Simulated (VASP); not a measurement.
Wanted: the native input for a VASP 6.6.1 run.

- Task: single point
- Functional: PBEsol
- Potentials or basis: VASP PAW PBE potentials, release 64 (Sn_d, O)
- Cutoff: 520 eV
- k mesh: 6 × 6 × 8
- Occupations: gaussian, width 0.02 eV
- Spin: no spin polarisation
- Dipole correction: no
- Further INCAR settings: ALGO = Normal; EDIFF = 1e-06; NBANDS = 35

The structure of SnO2 lies in POSCAR:

```
SnO2
1.0
    4.7175841909      0.0000000000      0.0000000000
    0.0000000000      4.7175841909      0.0000000000
    0.0000000000      0.0000000000      3.3087677173
Sn O
2 4
Direct
    0.5000000000      0.5000000000      0.5000000000
    0.0000000000      0.0000000000      0.0000000000
    0.1927864422      0.8072135578      0.5000000000
    0.8072135578      0.1927864422      0.5000000000
    0.3072135578      0.3072135578      0.0000000000
    0.6927864422      0.6927864422      0.0000000000
```

The input as run:

INCAR

```
SYSTEM = SnO2
ALGO = Normal ; EDIFF = 1E-6
ENCUT = 520 ; GGA = PS
ISIF = 2 ; ISMEAR = 0
LASPH = .True. ; LCHARG = .False.
LREAL = .False. ; LWAVE = .False.
NBANDS = 35 ; NELM = 100
PREC = Accurate ; SIGMA = 0.02
```

KPOINTS

```
k-points
0
Gamma
  6 6 8
  0 0 0
```

Potentials or basis: VASP PAW PBE potentials, release 64 (Sn_d, O).

The run is started by

```console
$ cat potpaw_PBE.64/Sn_d/POTCAR potpaw_PBE.64/O/POTCAR > POTCAR
$ mpirun -np 1 vasp_std > vasp.out
```

It gave:

```json
{"Pressure": "-2.1 GPa", "Largest force": "0.005 eV/Å", "Band gap on the k mesh": "0.71 eV"}
```

Caveat: the stress differs along the axes, from -7 to 1 GPa; semilocal functionals underestimate gaps, and a narrow one can read as zero; the PAW data sets were made with another functional, which shifts forces and pressure a little; spin-orbit coupling is left out, which moves the levels of the heavy elements.

It took 2.1 min on 1 thread of Intel(R) Xeon(R) 6975P-C (Granite Rapids), on a shared host, peak memory 0.24 GiB.
